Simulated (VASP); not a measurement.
# AlN in VASP: notebook

The runs below take AlN through single point, with PBE.

Everything below comes from runs of VASP 6.6.1. Logs are shortened: lines on timing, memory, paths and dates and some standing lists are left out, and cuts for length are marked.

## (1) The cell of the first run

It takes space group Pnma (No. 62, orthorhombic). Conventional cell: a = 5.739 Å, b = 4.188 Å, c = 3.313 Å, α = 90.00°, β = 90.00°, γ = 90.00°. Al (site symmetry m) has 5 N at 1.91 to 2.09 Å within 2.5 Å. N (site symmetry m) has 5 Al at 1.91 to 2.09 Å within 2.5 Å.

## (2) Single point, PBE (atoms displaced along a vibrational mode)

INCAR reads:

```
SYSTEM = AlN
PREC = Accurate
ENCUT = 520
EDIFF = 1E-7
ISMEAR = 0
SIGMA = 0.05
LREAL = .FALSE.
LASPH = .TRUE.
NELM = 100
ALGO = Normal
ISIF = 2
LWAVE = .FALSE.
LCHARG = .FALSE.
GGA = PE
NBANDS = 26
```

KPOINTS reads:

```
regular mesh
0
G
  8 6 4
  0 0 0
```

POSCAR reads:

```
AlN
1.0
   -3.3134793387      0.0000000000      0.0000000000
    0.0000000000      0.0000000000     -4.1875902400
    0.0000000000     -5.7391145645      0.0000000000
Al N
4 4
Direct
    0.5555307522      0.2500000000      0.1666666667
   -0.0555307522      0.2500000000      0.6666666667
    0.0555307522      0.7500000000      0.3333333333
    0.4444692478      0.7500000000      0.8333333333
    0.5535041009      0.7500000000      0.1666666667
   -0.0535041009      0.7500000000      0.6666666667
    0.0535041009      0.2500000000      0.3333333333
    0.4464958991      0.2500000000      0.8333333333
```

Potentials or basis: VASP PAW PBE potentials, release 64 (Al, N).

Started as:

```bash
$ cat potpaw_PBE.64/Al/POTCAR potpaw_PBE.64/N/POTCAR > POTCAR
$ mpirun -np 1 vasp_std > vasp.out
```

OUTCAR:

```text
SYSTEM = AlN
   PREC = Accurate
   ENCUT = 520
   EDIFF = 1E-7
   ISMEAR = 0
   LREAL = .FALSE.
   LASPH = .TRUE.
   NELM = 100
   ISIF = 2
   GGA = PE

 ion  position               nearest neighbor table
   1  0.556  0.250  0.167-   7 1.91   7 1.92   8 1.95   5 2.09   5 2.09   3 2.84   3 2.84   3 2.84
                             3 2.84   4 2.86   4 2.86   2 3.15   2 3.15
   2  0.944  0.250  0.667-   8 1.91   8 1.92   7 1.95   6 2.09   6 2.09   4 2.84   4 2.84   4 2.84
                             4 2.84   3 2.86   3 2.86   1 3.15   1 3.15
   3  0.056  0.750  0.333-   5 1.91   5 1.92   6 1.95   7 2.09   7 2.09   1 2.84   1 2.84   1 2.84
                             1 2.84   2 2.86   2 2.86   4 3.15   4 3.15
   4  0.444  0.750  0.833-   6 1.91   6 1.92   5 1.95   8 2.09   8 2.09   2 2.84   2 2.84   2 2.84
                             2 2.84   1 2.86   1 2.86   3 3.15   3 3.15
   5  0.554  0.750  0.167-   3 1.91   3 1.92   4 1.95   1 2.09   1 2.09
   6  0.946  0.750  0.667-   4 1.91   4 1.92   3 1.95   2 2.09   2 2.09
   7  0.054  0.250  0.333-   1 1.91   1 1.92   2 1.95   3 2.09   3 2.09
   8  0.446  0.250  0.833-   2 1.91   2 1.92   1 1.95   4 2.09   4 2.09

  LATTYP: Found a simple orthorhombic cell.
 ALAT       =     3.3134793387
 B/A-ratio  =     1.2638045426
 C/A-ratio  =     1.7320508076

  Lattice vectors:

 A1 = (  -3.3134793387,   0.0000000000,   0.0000000000)
 A2 = (   0.0000000000,   0.0000000000,  -4.1875902400)
 A3 = (   0.0000000000,  -5.7391145645,   0.0000000000)

Analysis of symmetry for initial positions (statically):
=====================================================================
 Subroutine PRICEL returns:
 Original cell was already a primitive cell.

 Routine SETGRP: Setting up the symmetry group for a
 simple orthorhombic supercell.

 Subroutine GETGRP returns: Found  8 space group operations
 (whereof  2 operations were pure point group operations)
 out of a pool of  8 trial point group operations.

The static configuration has the point symmetry S_2 .
 The point group associated with its full space group is D_2h.

Analysis of symmetry for dynamics (positions and initial velocities):
=====================================================================
 Subroutine PRICEL returns:
 Original cell was already a primitive cell.

 Routine SETGRP: Setting up the symmetry group for a
 simple orthorhombic supercell.

 Subroutine GETGRP returns: Found  8 space group operations
 (whereof  2 operations were pure point group operations)
 out of a pool of  8 trial point group operations.

The dynamic configuration has the point symmetry S_2 .
 The point group associated with its full space group is D_2h.

 Subroutine INISYM returns: Found  8 space group operations
 (whereof  2 operations are pure point group operations),
 and found     1 'primitive' translations

----------------------------------------------------------------------------------------

                                     Primitive cell

  volume of cell :      79.6330

  direct lattice vectors                    reciprocal lattice vectors
    -3.313479339  0.000000000  0.000000000    -0.301797566  0.000000000  0.000000000
     0.000000000  0.000000000 -4.187590240     0.000000000  0.000000000 -0.238800824
     0.000000000 -5.739114565  0.000000000     0.000000000 -0.174242906  0.000000000

  length of vectors
     3.313479339  4.187590240  5.739114565     0.301797566  0.238800824  0.174242906

  position of ions in fractional coordinates (direct lattice)
     0.555530752  0.250000000  0.166666667
     0.944469248  0.250000000  0.666666667
     0.055530752  0.750000000  0.333333333
     0.444469248  0.750000000  0.833333333
     0.553504101  0.750000000  0.166666667
     0.946495899  0.750000000  0.666666667
     0.053504101  0.250000000  0.333333333
     0.446495899  0.250000000  0.833333333

  ion indices of the primitive-cell ions
   primitive index   ion index
                 1           1
                 2           2
                 3           3
                 4           4
                 5           5
                 6           6
                 7           7
                 8           8

----------------------------------------------------------------------------------------

 KPOINTS: regular mesh

Automatic generation of k-mesh.
 Grid dimensions read from file:
 generate k-points for:    8    6    4

 Generating k-lattice:

  Cartesian coordinates                     Fractional coordinates (reciprocal lattice)
    -0.037724696  0.000000000  0.000000000     0.125000000  0.000000000  0.000000000
     0.000000000  0.000000000 -0.039800137     0.000000000  0.166666667  0.000000000
     0.000000000 -0.043560727  0.000000000     0.000000000  0.000000000  0.250000000

  Length of vectors
     0.037724696  0.039800137  0.043560727

  Shift w.r.t. Gamma in fractional coordinates (k-lattice)
     0.000000000  0.000000000  0.000000000

 Subroutine IBZKPT returns following result:
 ===========================================

 Found     60 irreducible k-points:

 Following reciprocal coordinates:
            Coordinates               Weight
  0.000000  0.000000  0.000000      1.000000
  0.125000  0.000000  0.000000      2.000000
  0.250000  0.000000  0.000000      2.000000
  0.375000  0.000000  0.000000      2.000000
  0.500000  0.000000  0.000000      1.000000
  0.000000  0.166667  0.000000      2.000000
[... 16 lines left out ...]
  0.250000  0.000000  0.250000      4.000000
  0.375000  0.000000  0.250000      4.000000
 [... further k-points ...]
   k-points           NKPTS =     60   k-points in BZ     NKDIM =     60   number of bands    NBANDS=     26
   number of dos      NEDOS =    301   number of ions     NIONS =      8
   total plane-waves  NPLWV =  43008
   dimension x,y,z NGX =    28 NGY =   32 NGZ =   48
   dimension x,y,z NGXF=    56 NGYF=   64 NGZF=   96
   ions per type =               4   4
   NGX,Y,Z   is equivalent  to a cutoff of  14.05, 12.70, 13.90 a.u.
   NGXF,Y,Z  is equivalent  to a cutoff of  28.10, 25.41, 27.81 a.u.
 SYSTEM =  AlN
   PREC   = accura    normal or accurate (medium, high low for compatibility)
   ISTART =      0    job   : 0-new  1-cont  2-samecut
   ICHARG =      2    charge: 1-file 2-atom 10-const
   ISPIN  =      1    spin polarized calculation?
   LNONCOLLINEAR =      F non collinear calculations
   LSORBIT =      F    spin-orbit coupling
   LASPH  =      T    aspherical Exc in radial PAW
   ENCUT  =  520.0 eV  38.22 Ry    6.18 a.u.   6.16  7.79 10.67*2*pi/ulx,y,z
   NELM   =    100;   NELMIN=  2; NELMDL= -5     # of ELM steps
   EDIFF  = 0.1E-06   stopping-criterion for ELM
   LREAL  =      F    real-space projection
   EDIFFG = 0.1E-05   stopping-criterion for IOM
   NSW    =      0    number of steps for IOM
   IBRION =     -1    ionic relax: 0-MD 1-quasi-New 2-CG
   NFREE  =      0    steps in history (QN), initial steepest desc. (CG)
   ISIF   =      2    stress and relaxation
   ISYM   =      2    0-nonsym 1-usesym 2-fastsym
   POTIM  = 0.5000    time-step for ionic-motion
   TEBEG  =    0.0;   TEEND  =   0.0 temperature during run
   PSTRESS=    0.0 pullay stress
   NELECT =      32.0000    total number of electrons
   NUPDOWN=      -1.0000    fix difference up-down
   EMIN   =  10.00;   EMAX   =-10.00  energy-range for DOS
   EFERMI =   0.00;   METHOD = LEGACY
   ISMEAR =     0;   SIGMA  =   0.05  broadening in eV -4-tet -1-fermi 0-gaus
   EFERMI_NEDOS =   21; number of points for ismear=-14 and -15
   IALGO  =     38    algorithm
   IMIX   =      4    mixing-type and parameters
     AMIX     =   0.40;   BMIX     =  1.00
     AMIX_MAG =   1.60;   BMIX_MAG =  1.00
  volume/ion in A,a.u.               =       9.95        67.17
  Fermi-wavevector in a.u.,A,eV,Ry     =   1.208074  2.282930 19.856940  1.459444
  Thomas-Fermi vector in A             =   2.343693
   LORBIT       =      0    0 simple, 1 ext, 2 COOP (PROOUT), +10 PAW based schemes
   GGA     = PE    functional components
   LHFCALC =     F    Hartree Fock is set to
   AEXX    =    0.0000 exact exchange contribution
   IVDW    =     0    specifies the selected vdW correction
   LEPSILON=     F    determine dielectric tensor
   LRPA    =     F    only Hartree local field effects (RPA)
 non-spin polarized calculation
 Gauss-broadening in eV      SIGMA  =   0.05
  energy-cutoff  :      520.00
  volume of cell :       79.63
 maximum number of plane-waves:      2174
 NGX is ok and might be reduce to    28
   NGX = 13   NGY = 15   NGZ = 21

 number of electron      31.9999993 magnetization

 Free energy of the ion-electron system (eV)
  ---------------------------------------------------
  ext. energy  EPLUGINS =         0.00000000
  ---------------------------------------------------
  free energy    TOTEN  =       -58.32589613 eV

  energy without entropy =      -58.32589613  energy(sigma->0) =      -58.32589613

 E-fermi :   8.1892     XC(G=0): -11.1817

 val. band max:        7.8944396037   @ k =   0.0000   0.0000   0.0000
 cond. band min:      11.0409963668   @ k =   0.0000   0.0000   0.0000
 fundamental gap:      3.1465567631
 Fermi energy:         8.1892126225

 k-point     1 :       0.0000    0.0000    0.0000
  band No.  band energies     occupation
      1      -8.7945      2.00000
      2      -6.9558      2.00000
      3      -5.7385      2.00000
      4      -5.1875      2.00000
      5       1.1236      2.00000
      6       1.4978      2.00000
[... 18 lines left out ...]
     25      17.3622      0.00000
     26      19.0247      0.00000

 k-point     2 :       0.1250    0.0000    0.0000
  band No.  band energies     occupation
      1      -8.6601      2.00000
      2      -6.8489      2.00000
      3      -5.7846      2.00000
      4      -5.1821      2.00000
      5       1.2690      2.00000
      6       1.4771      2.00000
[... 18 lines left out ...]
     25      18.2838      0.00000
[... 608 lines left out ...]
     25      17.6059      0.00000
     26      18.0096      0.00000

 k-point    24 :       0.3750    0.0000    0.2500
  band No.  band energies     occupation
      1      -7.5540      2.00000
      2      -6.7239      2.00000
      3      -5.8789      2.00000
      4      -5.4194      2.00000
      5       1.4701      2.00000
      6       2.0238      2.00000
[... 18 lines left out ...]
     25      17.7236      0.00000
     26      18.3237      0.00000

 [... further k-points ...]

------------------------ aborting loop because EDIFF is reached ----------------------------------------

  FORCE on cell =-STRESS in cart. coord.  units (eV):
  Direction    XX          YY          ZZ          XY          YZ          ZX
  --------------------------------------------------------------------------------------
  -------------------------------------------------------------------------------------
  Total       -1.1783096     -0.4405104     -1.1594330      0.0000000      0.0000000      0.0000000
  in kB      -23.7070025     -8.8628511    -23.3272147      0.0000000      0.0000000      0.0000000
  external PRESSURE =     -18.6323561 kB  Pullay stress =       0.0000000 kB

 VOLUME and BASIS-vectors are now :
 -----------------------------------------------------------------------------
  energy-cutoff  :      520.00
  volume of cell :       79.63
      direct lattice vectors                 reciprocal lattice vectors
    -3.313479339  0.000000000  0.000000000    -0.301797566  0.000000000  0.000000000
     0.000000000  0.000000000 -4.187590240     0.000000000  0.000000000 -0.238800824
     0.000000000 -5.739114565  0.000000000     0.000000000 -0.174242906  0.000000000

 POSITION                                       TOTAL-FORCE (eV/Angst)
 -----------------------------------------------------------------------------------
     -1.84074     -0.95652     -1.04690         0.569314      0.264481     -0.000000
     -3.12948     -3.82608     -1.04690        -0.569314      0.264481      0.000000
     -0.18400     -1.91304     -3.14069         0.569314     -0.264481     -0.000000
     -1.47274     -4.78260     -3.14069        -0.569314     -0.264481      0.000000
     -1.83402     -0.95652     -3.14069         0.306567      0.327039      0.000000
     -3.13619     -3.82608     -3.14069        -0.306567      0.327039      0.000000
     -0.17728     -1.91304     -1.04690         0.306567     -0.327039     -0.000000
     -1.47945     -4.78260     -1.04690        -0.306567     -0.327039     -0.000000
 -----------------------------------------------------------------------------------
    total drift:                               -0.000000     -0.000000      0.000000

  FREE ENERGIE OF THE ION-ELECTRON SYSTEM (eV)
  ---------------------------------------------------
  free  energy   TOTEN  =       -58.3258961344 eV

  energy  without entropy=      -58.3258961344  energy(sigma->0) =      -58.32589613
```

It took 90 s on 1 thread of AMD EPYC 7R13 (Zen 3), shared host; peak memory 0.21 GiB.

Results:

| Property | Result |
| --- | --- |
| Free energy | -58.3259 eV |
| Pressure | -1.9 GPa |
| Largest force | 0.628 eV/Å |
| Band gap on the k mesh | 3.15 eV |

Forces in eV/Å, atoms in the order of the input:
```
Al   0.569  0.264  0.000
Al  -0.569  0.264  0.000
Al   0.569 -0.264  0.000
Al  -0.569 -0.264  0.000
N    0.307  0.327  0.000
N   -0.307  0.327  0.000
N    0.307 -0.327  0.000
N   -0.307 -0.327  0.000
```

Caveat: the cell differs from its parent crystal (atoms displaced along a vibrational mode).

(Part 1 of 2 ends here.)
